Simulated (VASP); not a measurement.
A run of VASP 6.6.1 is set up as follows.

File INCAR:

```
SYSTEM = KTaO3
  PREC = Accurate
  ENCUT = 520
  EDIFF = 1E-6
  ISMEAR = 0
  SIGMA = 0.05
  LREAL = .FALSE.
  LASPH = .TRUE.
  NELM = 100
  ALGO = Normal
  ISIF = 2
  LWAVE = .FALSE.
  LCHARG = .FALSE.
  GGA = PE
  NBANDS = 27
```

KPOINTS

```
Automatic mesh
0
G
  8 8 8
  0 0 0
```

File POSCAR:

```
KTaO3
1.0
    4.0429410365      0.0000000000      0.0000000000
    0.0000000000      4.0429410365      0.0000000000
    0.0000000000      0.0000000000      3.8812233950
K Ta O
1 1 3
Direct
    0.5000000000      0.5000000000      0.5000000000
    0.0000000000      0.0000000000      0.0000000000
    0.5000000000      0.0000000000      0.0000000000
    0.0000000000      0.5000000000      0.0000000000
    0.0000000000      0.0000000000      0.5000000000
```

Potentials or basis: VASP PAW PBE potentials, release 64 (K_sv, Ta_pv, O).

Run with:

```console
$ cat potpaw_PBE.64/K_sv/POTCAR potpaw_PBE.64/Ta_pv/POTCAR potpaw_PBE.64/O/POTCAR > POTCAR
$ mpirun -np 1 vasp_std > vasp.out
```

Question: What does it give for the band gap on the k mesh?

Answer: 2.10 eV, indirect (least direct gap 2.71 eV).

Question: Predict the pressure.

Answer: 6.8 GPa.

Stress tensor (GPa, compression positive):
```
 1.18  0.00  0.00
 0.00  1.18  0.00
 0.00  0.00 17.90
```

Caveat: spin-orbit coupling is left out, which moves the levels of the heavy elements. A k mesh can miss the band edges.
